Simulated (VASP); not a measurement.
Wanted: the native input for a VASP 6.6.1 run.

| Item | Value |
| --- | --- |
| Task | single point |
| Functional | LDA |
| Potentials or basis | VASP PAW LDA potentials, release 64 (Cd, Te) |
| Cutoff | 520 eV |
| k mesh | 8 × 8 × 8 |
| Occupations | gaussian, width 0.05 eV |
| Spin | no spin polarisation |
| Dipole correction | no |
| Further INCAR settings | ALGO = Normal; EDIFF = 1e-06; NBANDS = 16 |

The structure of CdTe lies in POSCAR:

```
CdTe
1.0
    0.0000000000      3.2882964669      3.2882964669
    3.2882964669      0.0000000000      3.2882964669
    3.2882964669      3.2882964669      0.0000000000
Cd Te
1 1
Direct
    0.0000000000      0.0000000000      0.0000000000
    0.7500000000      0.7500000000      0.7500000000
```

This cell differs from its parent crystal: volume 35.556 Å^3 an atom, c/a of the conventional cell 1.0000.

These files were run (other wordings do the same):

INCAR

```
SYSTEM = CdTe
  ALGO = Normal
  EDIFF = 1E-6
  ENCUT = 520
  ISIF = 2
  ISMEAR = 0
  LASPH = .True.
  LCHARG = .True.
  LELF = .True.
  LREAL = .False.
  LVHAR = .True.
  LWAVE = .False.
  NBANDS = 16
  NELM = 100
  PREC = Accurate
  SIGMA = 0.05
```

KPOINTS

```
k-points
0
Gamma
  8 8 8
  0 0 0
```

Potentials or basis: VASP PAW LDA potentials, release 64 (Cd, Te).

The run is started by

```bash
$ cat potpaw_LDA.64/Cd/POTCAR potpaw_LDA.64/Te/POTCAR > POTCAR
$ mpirun -np 1 vasp_std > vasp.out
```

It gave:

The pressure is -2.8 GPa and the band gap on the k mesh is 0.42 eV, direct.

Caveat: spin-orbit coupling is left out, which moves the levels of the heavy elements.

Run time: 12 s on 1 thread of Intel(R) Xeon(R) 6975P-C (Granite Rapids), on a shared host, peak memory 0.18 GiB.
